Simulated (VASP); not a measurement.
# Cd (P6_3/mmc) in VASP: a series of runs

The runs below take Cd through single point, relaxation of cell and atoms, with PBE.

Program: VASP 6.6.1. These are calculated values, not measurements. Logs are shortened: lines on timing, memory, paths and dates and some standing lists are left out, and cuts for length are marked.

## Step 1: The cell of the first run

Symmetry: P6_3/mmc, No. 194, hexagonal system. Conventional cell: a = 3.004 Å, b = 3.004 Å, c = 5.906 Å, α = 90.00°, β = 90.00°, γ = 120.00°. Within 4.0 Å of Cd (site symmetry -6m2) lie 12 Cd at 3.00 to 3.42 Å.

## Step 2: Single point, PBE

The input, INCAR:

```
  PREC = Accurate
  ENCUT = 520
  EDIFF = 1E-7
  ISMEAR = -1
  SIGMA = 0.05
  LREAL = F
  LASPH = T
  NELM = 100
  ALGO = Normal
  ISIF = 2
  LWAVE = F
  LCHARG = F
  GGA = PE
  NBANDS = 19
```

The input, KPOINTS:

```
regular mesh
0
Gamma
  20 20 9
```

The input, POSCAR:

```
Cd
1.0
    3.0043899335      0.0000000000      0.0000000000
   -1.5021949668      2.6018780053      0.0000000000
    0.0000000000      0.0000000000      5.9056063737
Cd
2
Direct
    0.3333333333      0.6666666667      0.2500000000
    0.6666666667      0.3333333333      0.7500000000
```

Potentials or basis: VASP PAW PBE potentials, release 64 (Cd).

The run is started by

```sh
$ cat potpaw_PBE.64/Cd/POTCAR > POTCAR
$ mpirun -np 1 vasp_std > vasp.out
```

OUTCAR:

```text
PREC = Accurate
   ENCUT = 520
   EDIFF = 1E-7
   ISMEAR = -1
   LREAL = F
   LASPH = T
   NELM = 100
   ISIF = 2
   GGA = PE

 ion  position               nearest neighbor table
   1  0.333  0.667  0.250-   2 3.42   2 3.42   2 3.42   2 3.42   2 3.42   2 3.42
   2  0.667  0.333  0.750-   1 3.42   1 3.42   1 3.42   1 3.42   1 3.42   1 3.42

  LATTYP: Found a hexagonal cell.
 ALAT       =     3.0043899335
 C/A-ratio  =     1.9656590870

  Lattice vectors:

 A1 = (   3.0043899335,   0.0000000000,   0.0000000000)
 A2 = (  -1.5021949668,   2.6018780053,   0.0000000000)
 A3 = (   0.0000000000,   0.0000000000,   5.9056063737)

Analysis of symmetry for initial positions (statically):
=====================================================================
 Subroutine PRICEL returns:
 Original cell was already a primitive cell.

 Routine SETGRP: Setting up the symmetry group for a
 hexagonal supercell.

 Subroutine GETGRP returns: Found 24 space group operations
 (whereof 12 operations were pure point group operations)
 out of a pool of 24 trial point group operations.

The static configuration has the point symmetry D_3d.
 The point group associated with its full space group is D_6h.

Analysis of symmetry for dynamics (positions and initial velocities):
=====================================================================
 Subroutine PRICEL returns:
 Original cell was already a primitive cell.

 Routine SETGRP: Setting up the symmetry group for a
 hexagonal supercell.

 Subroutine GETGRP returns: Found 24 space group operations
 (whereof 12 operations were pure point group operations)
 out of a pool of 24 trial point group operations.

The dynamic configuration has the point symmetry D_3d.
 The point group associated with its full space group is D_6h.

 Subroutine INISYM returns: Found 24 space group operations
 (whereof 12 operations are pure point group operations),
 and found     1 'primitive' translations

----------------------------------------------------------------------------------------

                                     Primitive cell

  volume of cell :      46.1645

  direct lattice vectors                    reciprocal lattice vectors
     3.004389934  0.000000000  0.000000000     0.332846276  0.192168887  0.000000000
    -1.502194967  2.601878005  0.000000000     0.000000000  0.384337774  0.000000000
     0.000000000  0.000000000  5.905606374     0.000000000  0.000000000  0.169330622

  length of vectors
     3.004389934  3.004389934  5.905606374     0.384337774  0.384337774  0.169330622

  position of ions in fractional coordinates (direct lattice)
     0.333333333  0.666666667  0.250000000
     0.666666667  0.333333333  0.750000000

  ion indices of the primitive-cell ions
   primitive index   ion index
                 1           1
                 2           2

----------------------------------------------------------------------------------------

 KPOINTS: regular mesh

Automatic generation of k-mesh.
 Grid dimensions read from file:
 generate k-points for:   20   20    9

 Generating k-lattice:

  Cartesian coordinates                     Fractional coordinates (reciprocal lattice)
     0.016642314  0.009608444  0.000000000     0.050000000  0.000000000  0.000000000
     0.000000000  0.019216889  0.000000000     0.000000000  0.050000000  0.000000000
     0.000000000  0.000000000  0.018814514     0.000000000  0.000000000  0.111111111

  Length of vectors
     0.019216889  0.019216889  0.018814514

  Shift w.r.t. Gamma in fractional coordinates (k-lattice)
     0.000000000  0.000000000  0.000000000

 Subroutine IBZKPT returns following result:
 ===========================================

 Found    220 irreducible k-points:

 Following reciprocal coordinates:
            Coordinates               Weight
  0.000000  0.000000  0.000000      1.000000
  0.050000  0.000000  0.000000      6.000000
  0.100000  0.000000  0.000000      6.000000
  0.150000  0.000000  0.000000      6.000000
  0.200000  0.000000  0.000000      6.000000
  0.250000 -0.000000  0.000000      6.000000
[... 16 lines left out ...]
  0.200000  0.100000  0.000000     12.000000
  0.250000  0.100000  0.000000     12.000000
 [... further k-points ...]
   k-points           NKPTS =    220   k-points in BZ     NKDIM =    220   number of bands    NBANDS=     19
   number of dos      NEDOS =    301   number of ions     NIONS =      2
   total plane-waves  NPLWV =  27648
   dimension x,y,z NGX =    24 NGY =   24 NGZ =   48
   dimension x,y,z NGXF=    48 NGYF=   48 NGZF=   96
   ions per type =               2
   NGX,Y,Z   is equivalent  to a cutoff of  13.28, 13.28, 13.51 a.u.
   NGXF,Y,Z  is equivalent  to a cutoff of  26.56, 26.56, 27.02 a.u.
 SYSTEM =  unknown system
   PREC   = accura    normal or accurate (medium, high low for compatibility)
   ISTART =      0    job   : 0-new  1-cont  2-samecut
   ICHARG =      2    charge: 1-file 2-atom 10-const
   ISPIN  =      1    spin polarized calculation?
   LNONCOLLINEAR =      F non collinear calculations
   LSORBIT =      F    spin-orbit coupling
   LASPH  =      T    aspherical Exc in radial PAW
   ENCUT  =  520.0 eV  38.22 Ry    6.18 a.u.   5.59  5.59 10.98*2*pi/ulx,y,z
   NELM   =    100;   NELMIN=  2; NELMDL= -5     # of ELM steps
   EDIFF  = 0.1E-06   stopping-criterion for ELM
   LREAL  =      F    real-space projection
   EDIFFG = 0.1E-05   stopping-criterion for IOM
   NSW    =      0    number of steps for IOM
   IBRION =     -1    ionic relax: 0-MD 1-quasi-New 2-CG
   NFREE  =      0    steps in history (QN), initial steepest desc. (CG)
   ISIF   =      2    stress and relaxation
   ISYM   =      2    0-nonsym 1-usesym 2-fastsym
   POTIM  = 0.5000    time-step for ionic-motion
   TEBEG  =    0.0;   TEEND  =   0.0 temperature during run
   PSTRESS=    0.0 pullay stress
   NELECT =      24.0000    total number of electrons
   NUPDOWN=      -1.0000    fix difference up-down
   EMIN   =  10.00;   EMAX   =-10.00  energy-range for DOS
   EFERMI =   0.00;   METHOD = LEGACY
   ISMEAR =    -1;   SIGMA  =   0.05  broadening in eV -4-tet -1-fermi 0-gaus
   EFERMI_NEDOS =   21; number of points for ismear=-14 and -15
   IALGO  =     38    algorithm
   IMIX   =      4    mixing-type and parameters
     AMIX     =   0.40;   BMIX     =  1.00
     AMIX_MAG =   1.60;   BMIX_MAG =  1.00
  volume/ion in A,a.u.               =      23.08       155.77
  Fermi-wavevector in a.u.,A,eV,Ry     =   1.316364  2.487567 23.576369  1.732814
  Thomas-Fermi vector in A             =   2.446481
   LORBIT       =      0    0 simple, 1 ext, 2 COOP (PROOUT), +10 PAW based schemes
   GGA     = PE    functional components
   LHFCALC =     F    Hartree Fock is set to
   AEXX    =    0.0000 exact exchange contribution
   IVDW    =     0    specifies the selected vdW correction
   LEPSILON=     F    determine dielectric tensor
   LRPA    =     F    only Hartree local field effects (RPA)
 non-spin polarized calculation
  energy-cutoff  :      520.00
  volume of cell :       46.16
 maximum number of plane-waves:      1269
 NGX is ok and might be reduce to    24
   NGX = 11   NGY = 11   NGZ = 21

 number of electron      24.0000000 magnetization

 Free energy of the ion-electron system (eV)
  ---------------------------------------------------
  ext. energy  EPLUGINS =         0.00000000
  ---------------------------------------------------
  free energy    TOTEN  =        -1.49293428 eV

  energy without entropy =       -1.48861991  energy(sigma->0) =       -1.49077709

 E-fermi :   2.5628     XC(G=0): -10.6705

 val. band max:        2.5414316234   @ k =   0.3500   0.3000   0.0000
 cond. band min:       2.5932530390   @ k =   0.3500   0.2500   0.0000
 fundamental gap:      0.0518214155
 Fermi energy:         2.5627908297

 k-point     1 :       0.0000    0.0000    0.0000
  band No.  band energies     occupation
      1      -7.1821      2.00000
      2      -7.0034      2.00000
      3      -6.6259      2.00000
      4      -6.6259      2.00000
      5      -6.5910      2.00000
      6      -6.5910      2.00000
[... 11 lines left out ...]
     18      17.3585      0.00000
     19      18.1392      0.00000

 k-point     2 :       0.0500    0.0000    0.0000
  band No.  band energies     occupation
      1      -7.1567      2.00000
      2      -6.9802      2.00000
      3      -6.6352      2.00000
      4      -6.6039      2.00000
      5      -6.5997      2.00000
      6      -6.5696      2.00000
[... 11 lines left out ...]
     18      16.9466      0.00000
     19      18.4052      0.00000

 k-point     3 :       0.1000    0.0000    0.0000
  band No.  band energies     occupation
      1      -7.0894      2.00000
      2      -6.9229      2.00000
      3      -6.6586      2.00000
      4      -6.6196      2.00000
      5      -6.5396      2.00000
      6      -6.5070      2.00000
[... 11 lines left out ...]
     18      16.5979      0.00000
     19      18.2177      0.00000

 k-point     4 :       0.1500    0.0000    0.0000
  band No.  band energies     occupation
      1      -7.0186      2.00000
      2      -6.8623      2.00000
      3      -6.6919      2.00000
      4      -6.6098      2.00000
      5      -6.4379      2.00000
      6      -6.4080      2.00000
[... 11 lines left out ...]
     18      16.2226      0.00000
     19      16.9149      0.00000

 k-point     5 :       0.2000    0.0000    0.0000
  band No.  band energies     occupation
      1      -7.0129      2.00000
      2      -6.8477      2.00000
      3      -6.6771      2.00000
      4      -6.5320      2.00000
      5      -6.4064      2.00000
      6      -6.3069      2.00000
[... 11 lines left out ...]
     18      15.3798      0.00000
     19      15.9482      0.00000
[... 334 lines left out ...]
      2      -6.8281      2.00000
      3      -6.6984      2.00000
      4      -6.6729      2.00000
      5      -6.3738      2.00000
      6      -6.3521      2.00000
[... 11 lines left out ...]
     18      16.4970      0.00000
     19      16.9998      0.00000

 k-point    22 :       0.1500    0.1000    0.0000
  band No.  band energies     occupation
      1      -6.9140      2.00000
      2      -6.7749      2.00000
      3      -6.7444      2.00000
      4      -6.6197      2.00000
      5      -6.4233      2.00000
      6      -6.3361      2.00000
[... 11 lines left out ...]
     18      15.4915      0.00000
     19      15.5683      0.00000

 k-point    23 :       0.2000    0.1000    0.0000
  band No.  band energies     occupation
      1      -6.9723      2.00000
      2      -6.8211      2.00000
      3      -6.6548      2.00000
      4      -6.5610      2.00000
      5      -6.4992      2.00000
      6      -6.3987      2.00000
[... 11 lines left out ...]
     18      14.5609      0.00000
     19      14.9589      0.00000

 k-point    24 :       0.2500    0.1000    0.0000
  band No.  band energies     occupation
      1      -7.0495      2.00000
      2      -6.8997      2.00000
      3      -6.6872      2.00000
      4      -6.5285      2.00000
      5      -6.4578      2.00000
      6      -6.3602      2.00000
[... 11 lines left out ...]
     18      14.3808      0.00000
     19      14.7778      0.00000

 [... further k-points ...]

------------------------ aborting loop because EDIFF is reached ----------------------------------------

  FORCE on cell =-STRESS in cart. coord.  units (eV):
  Direction    XX          YY          ZZ          XY          YZ          ZX
  --------------------------------------------------------------------------------------
  -------------------------------------------------------------------------------------
  Total        0.0941944      0.0941944      0.0310459     -0.0000000     -0.0000000      0.0000000
  in kB        3.2690985      3.2690985      1.0774744     -0.0000000     -0.0000000      0.0000000
  external PRESSURE =       2.5385571 kB  Pullay stress =       0.0000000 kB

 VOLUME and BASIS-vectors are now :
 -----------------------------------------------------------------------------
  energy-cutoff  :      520.00
  volume of cell :       46.16
      direct lattice vectors                 reciprocal lattice vectors
     3.004389934  0.000000000  0.000000000     0.332846276  0.192168887  0.000000000
    -1.502194967  2.601878005  0.000000000     0.000000000  0.384337774  0.000000000
     0.000000000  0.000000000  5.905606374     0.000000000  0.000000000  0.169330622

 POSITION                                       TOTAL-FORCE (eV/Angst)
 -----------------------------------------------------------------------------------
     -0.00000      1.73459      1.47640        -0.000000      0.000000     -0.000000
      1.50219      0.86729      4.42920         0.000000     -0.000000      0.000000
 -----------------------------------------------------------------------------------
    total drift:                               -0.000000      0.000000      0.000000

  FREE ENERGIE OF THE ION-ELECTRON SYSTEM (eV)
  ---------------------------------------------------
  free  energy   TOTEN  =        -1.4929342808 eV

  energy  without entropy=       -1.4886199084  energy(sigma->0) =       -1.49077709
```

Wall time 84 s (1 thread of Intel Xeon 6975P-C (Granite Rapids), shared host); peak memory 0.27 GiB.

Results:

| Item | Value |
| --- | --- |
| Free energy | -1.4929 eV |
| Pressure | 0.3 GPa |
| Band gap on the k mesh | zero (bands 12 and 13 overlap by 4.24 eV) |

Stress tensor (GPa, compression positive):
```
0.33 0.00 0.00
0.00 0.33 0.00
0.00 0.00 0.11
```

## Step 3: Relaxation of cell and atoms, PBE

This run uses another cell than the first one, of 21.59 Å³/atom.

The input, INCAR:

```
PREC = Accurate ; ENCUT = 600
EDIFF = 1E-6 ; ISMEAR = -1
SIGMA = 0.05 ; LREAL = False
LASPH = True ; NELM = 80
ALGO = Normal ; ISIF = 3
LWAVE = False ; LCHARG = False
GGA = PE ; IBRION = 2
NSW = 100 ; EDIFFG = -0.003
```

KPOINTS is that of step 2.

The input, POSCAR:

```
Cd
1.0
    2.9788700000      0.0000000000      0.0000000000
   -1.4894350000      2.5797770946      0.0000000000
    0.0000000000      0.0000000000      5.6176500000
Cd
2
Direct
    0.3333333333      0.6666666667      0.2500000000
    0.6666666667      0.3333333333      0.7500000000
```

Potentials or basis: VASP PAW PBE potentials, release 64 (Cd).

The run is started by

```sh
$ cat potpaw_PBE.64/Cd/POTCAR > POTCAR
$ mpirun -np 1 vasp_std > vasp.out
```

Wall time 12 min (1 thread of Intel Xeon 6975P-C (Granite Rapids), shared host); peak memory 0.3 GiB.

It converged, with:

```
Free energy                           : -1.4906 eV
Relaxed volume                        : 23.14 Å³/atom
Relaxed cell                          : a = 3.011 Å, b = 3.011 Å, c = 5.894 Å, α = 90.00°, β = 90.00°, γ = 120.00°
Space group after relaxing (to 0.1 Å) : P6_3/mmc (No. 194)
Energy gained by relaxing             : 13.0 meV/atom
Ionic steps                           : 23
Pressure after relaxing               : 0.0 GPa
Band gap on the k mesh                : zero (bands 12 and 13 overlap by 4.20 eV)
```

The path:
| step | energy change (eV) | largest force (eV/Å) | pressure (GPa) | volume (Å³) |
| --- | --- | --- | --- | --- |
| 1 | 0.0000 | 0.0000 | 3.16 | 43.17 |
| 2 | -0.0245 | 0.0000 | -0.08 | 45.89 |
| 3 | -0.0246 | 0.0000 | -0.01 | 45.79 |
| 4 | -0.0245 | 0.0000 | 0.04 | 45.74 |
| 5 | -0.0245 | 0.0000 | 0.06 | 45.74 |
| 6 | -0.0246 | 0.0000 | 0.02 | 45.76 |
| 7 | -0.0247 | 0.0000 | -0.03 | 45.80 |
| 8 | -0.0249 | 0.0000 | 0.05 | 45.88 |
| 9 | -0.0255 | 0.0000 | 0.03 | 46.03 |
| 10 | -0.0257 | 0.0000 | 0.11 | 46.31 |
| 11 | -0.0259 | 0.0000 | 0.07 | 46.16 |
| 12 | -0.0259 | 0.0000 | 0.07 | 46.24 |
| 13 | -0.0259 | 0.0000 | 0.19 | 46.20 |
| 14 | -0.0259 | 0.0000 | 0.01 | 46.22 |
| 15 | -0.0259 | 0.0000 | 0.10 | 46.21 |
| 16 | -0.0259 | 0.0000 | -0.03 | 46.35 |
| 17 | -0.0260 | 0.0000 | 0.02 | 46.27 |
| 18 | -0.0260 | 0.0000 | 0.01 | 46.29 |
| 19 | -0.0260 | 0.0000 | 0.01 | 46.28 |
| 20 | -0.0260 | 0.0000 | 0.02 | 46.28 |
| 21 | -0.0260 | 0.0000 | 0.02 | 46.28 |
| 22 | -0.0260 | 0.0000 | 0.03 | 46.28 |
| 23 | -0.0260 | 0.0000 | 0.00 | 46.28 |

Final structure:
```cif
data_structure
_symmetry_space_group_name_H-M 'P 1'
_symmetry_Int_Tables_number 1
_cell_length_a 3.0111
_cell_length_b 3.0111
_cell_length_c 5.8943
_cell_angle_alpha 90.000
_cell_angle_beta 90.000
_cell_angle_gamma 120.000
_cell_volume 46.28
loop_
_atom_site_label
_atom_site_type_symbol
_atom_site_fract_x
_atom_site_fract_y
_atom_site_fract_z
_atom_site_occupancy
Cd1 Cd 0.33333 0.66667 0.25000 1
Cd2 Cd 0.66667 0.33333 0.75000 1
```

Levels at points of the mesh, in eV from the Fermi level:
```csv
k point,band 8,band 9,band 10,band 11,band 12,band 13,band 14,band 15,band 16
"(0.00, 0.00, 0.00)",-8.66,-8.49,-8.49,-8.43,-3.49,-2.89,9.18,13.29,14.44
"(0.50, 0.00, 0.00)",-8.51,-8.21,-8.20,-2.10,-1.70,1.63,2.63,2.95,4.97
```

PBE usually gives volumes a little too large and moduli too small. Zero-point motion and thermal expansion aren't in these numbers.

The gap in the log of VASP goes by the Fermi energy; the results here count the filled bands.